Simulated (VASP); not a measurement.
Here is a VASP 6.6.1 calculation.

The input INCAR:

```
SYSTEM = WC
PREC = Accurate ; ENCUT = 520
EDIFF = 1E-7 ; ISMEAR = -1
SIGMA = 0.05 ; LREAL = .FALSE.
LASPH = .TRUE. ; NELM = 60
ALGO = Normal ; ISIF = 2
LWAVE = .FALSE. ; LCHARG = .FALSE.
GGA = PE ; NBANDS = 16
```

Contents of KPOINTS:

```
regular mesh
0
G
  13 13 12
  0 0 0
```

The input POSCAR:

```
WC
1.0
    2.9005014360      0.0000000000      0.0000000000
   -1.4502507180      2.5119079273      0.0000000000
    0.0000000000      0.0000000000      2.8290000000
W C
1 1
Direct
    0.0000000000      0.0000000000      0.0000000000
    0.6666666667      0.3333333333      0.5000000000
```

Potentials or basis: VASP PAW PBE potentials, release 64 (W_sv, C).

Run with:

```bash
$ cat potpaw_PBE.64/W_sv/POTCAR potpaw_PBE.64/C/POTCAR > POTCAR
$ mpirun -np 1 vasp_std > vasp.out
```

(1) What does it give for the pressure?

(2) What does it give for the band gap on the k mesh?

Answers

(1) 9.6 GPa.

(2) zero (band 9 reaches 11.87 eV, above the bottom of band 10 at 10.58 eV).

Caveat: spin-orbit coupling is left out, which moves the levels of the heavy elements.
